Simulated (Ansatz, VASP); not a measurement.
**Pb in VASP and in Ansatz**

INCAR

```
PREC = Accurate
ENCUT = 500
EDIFF = 1E-6
ISMEAR = -1
SIGMA = 0.05
LREAL = F
LASPH = T
NELM = 120
ALGO = Normal
ISIF = 2
LWAVE = F
LCHARG = T
GGA = PE
LELF = T
LVHAR = T
NBANDS = 13
GGA_COMPAT = F
```

The input KPOINTS:

```
regular mesh
0
Gamma
  13 13 13
```

File POSCAR:

```
Pb
1.0
    0.0000000000      2.4750200000      2.4750200000
    2.4750200000      0.0000000000      2.4750200000
    2.4750200000      2.4750200000      0.0000000000
Pb
1
Direct
    0.0000000000      0.0000000000      0.0000000000
```

File input.yaml:

```yaml
crystal:
  lattice:
    - [0.0, 2.47502, 2.47502]
    - [2.47502, 0.0, 2.47502]
    - [2.47502, 2.47502, 0.0]
  atoms:
    - { symbol: Pb, position: [0.0, 0.0, 0.0] }
hamiltonian:
  xc: pbe
  pseudopotentials: { kind: paw }
kpoints:
  mp_grid: { grid: [13, 13, 13] }
scf:
  occupations: { method: fermi_dirac, width: 0.05 }
output:
  forces: true
  stress: true
  eigenvalues: true
  write_density: true
  write_potential: true
  elf: true
  volumetric_format: npy
```

Alike in both runs: task single point; functional PBE; k mesh 13 × 13 × 13; occupations fermi-dirac, width 0.05 eV; no spin polarisation.

|  | VASP | Ansatz |
| --- | --- | --- |
| version | VASP 6.6.1 | Ansatz 0.2.0 |
| potentials or method | VASP PAW PBE potentials, release 64 (Pb_d) | Ansatz PAW |
| plane-wave cutoff (eV) | 500 | 420 |
| valence electrons in the cell | 14 | 14 |

|  | VASP | Ansatz | Ansatz less VASP |
| --- | --- | --- | --- |
| gap on the k mesh at the Fermi level (eV) | none | none | - |
| pressure (GPa) | 2.4 | 2.4 | +0.06 |

A gap of «none» marks a metal or a gap that the smearing closes.

Neither program's run includes spin-orbit coupling.
